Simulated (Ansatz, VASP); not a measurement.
Given: the input of a run of VASP 6.6.1 on MoSe.

Contents of INCAR:

```
PREC = Accurate
ENCUT = 520
EDIFF = 1E-7
ISMEAR = -1
SIGMA = 0.05
LREAL = False
LASPH = True
NELM = 60
ALGO = Normal
ISIF = 2
LWAVE = False
LCHARG = False
GGA = PE
NBANDS = 17
```

KPOINTS

```
regular mesh
0
Gamma
  9 9 6
```

File POSCAR:

```
MoSe
1.0
    3.4473748104      0.0000000000      0.0000000000
   -1.7236874101      2.9855141651      0.0000000000
    0.0000000000      0.0000000000      4.3434468360
Mo Se
1 1
Direct
    0.6666666700      0.3333333300      0.0254445500
    0.3333333300      0.6666666700      0.1184304700
```

Potentials or basis: VASP PAW PBE potentials, release 64 (Mo_sv, Se).

Run with:

```sh
$ cat potpaw_PBE.64/Mo_sv/POTCAR potpaw_PBE.64/Se/POTCAR > POTCAR
$ mpirun -np 1 vasp_std > vasp.out
```

Task: Set up the same calculation for Ansatz 0.2.0. Potentials there: all-electron LAPW, scalar-relativistic.

Result: As run (the cutoff follows the program's own potentials):

input.yaml

```yaml
crystal:
  lattice:
    - [3.4473748104, 0.0, 0.0]
    - [-1.7236874101, 2.9855141651, 0.0]
    - [0.0, 0.0, 4.343446836]
  atoms:
    - { symbol: Mo, position: [0.66666667, 0.33333333, 0.02544455] }
    - { symbol: Se, position: [0.33333333, 0.66666667, 0.11843047] }
kpoints:
  mp_grid: { grid: [9, 9, 6] }
scf:
  occupations: { method: fermi_dirac, width: 0.05 }
hamiltonian:
  xc: pbe
  pseudopotentials: { kind: all_electron, lapw: { basis_error: 0.0005 } }
output:
  forces: true
  stress: true
  eigenvalues: true
```

Potentials or basis: all-electron LAPW, scalar-relativistic.

Command:

```sh
$ ansatz run input.yaml --threads 1 --pin off --max-ram 3072MiB --backend cpu --events-out ev --progress --plain --runs-dir out
```

Both were run:

|  | VASP | Ansatz | Ansatz less VASP |
| --- | --- | --- | --- |
| gap on the k mesh at the Fermi level (eV) | none | none | - |
| pressure (GPa) | 76.1 | 75.5 | -0.57 |
| traceless stress, the component that is largest in VASP (GPa) | -73.64 | -73.13 | +0.516 |
| rms of the force components (eV/Å) | 3.833 | 3.806 | -0.0272 |

Atom by atom the forces differ by 0.027 eV/Å (rms over components). A gap of «none» marks a metal or a gap that the smearing closes. Both programs put the cell under a high pressure, so it lies far from rest at this level. Ansatz ran all-electron here, and VASP with PAW potentials.

Noted on VASP's run: the cell as given lies far from equilibrium.
